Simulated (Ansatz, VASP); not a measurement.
Given: the input of a run of VASP 6.6.1 on NaCl.

Contents of INCAR:

```
SYSTEM = NaCl
  ALGO = Normal
  EDIFF = 1E-6
  ENCUT = 500
  GGA = PE
  GGA_COMPAT = .FALSE.
  ISIF = 2
  ISMEAR = 0
  LASPH = .TRUE.
  LCHARG = .TRUE.
  LELF = .TRUE.
  LREAL = .FALSE.
  LVHAR = .TRUE.
  LWAVE = .FALSE.
  NBANDS = 14
  NELM = 120
  PREC = Accurate
  SIGMA = 0.026000000000000002
```

KPOINTS

```
k-points
0
G
  8 8 8
  0 0 0
```

The input POSCAR:

```
NaCl
1.0
    3.5021900000      0.0000000000      0.0000000000
    0.0000000000      3.5021900000      0.0000000000
    0.0000000000      0.0000000000      3.5021900000
Cl Na
1 1
Direct
    0.5000000000      0.5000000000      0.5000000000
    0.0000000000      0.0000000000      0.0000000000
```

Potentials or basis: VASP PAW PBE potentials, release 64 (Cl, Na_pv).

Run with:

```sh
$ cat potpaw_PBE.64/Cl/POTCAR potpaw_PBE.64/Na_pv/POTCAR > POTCAR
$ mpirun -np 1 vasp_std > vasp.out
```

**Question.** Set up the same calculation for Ansatz 0.2.0. Potentials there: Ansatz PAW.

**Answer.** As run (the cutoff follows the program's own potentials):

The input input.yaml:

```yaml
crystal:
  lattice:
    - [3.50219, 0.0, 0.0]
    - [0.0, 3.50219, 0.0]
    - [0.0, 0.0, 3.50219]
  atoms:
    - { symbol: Cl, position: [0.5, 0.5, 0.5] }
    - { symbol: Na, position: [0.0, 0.0, 0.0] }
hamiltonian:
  xc: pbe
  pseudopotentials: { kind: paw }
kpoints:
  mp_grid: { grid: [8, 8, 8] }
scf:
  occupations: { method: gaussian, width: 0.026 }
output:
  forces: true
  stress: true
  eigenvalues: true
```

Potentials or basis: Ansatz PAW.

Command:

```sh
$ ansatz run input.yaml --threads 2 --pin off --max-ram 5632MiB --backend cpu --events-out ev --progress --plain --runs-dir out
```

Both were run:

|  | VASP | Ansatz | Ansatz less VASP |
| --- | --- | --- | --- |
| gap on the k mesh at the Fermi level (eV) | 3.98 | 3.98 | 0.000 |
| least direct gap on the mesh (eV) | 4.47 | 4.47 | +0.001 |
| pressure (GPa) | 0.0 | 0.1 | +0.07 |

VASP's potentials hold 14 valence electrons a cell and Ansatz's 16, so a difference there can come from the potentials and not from the codes.
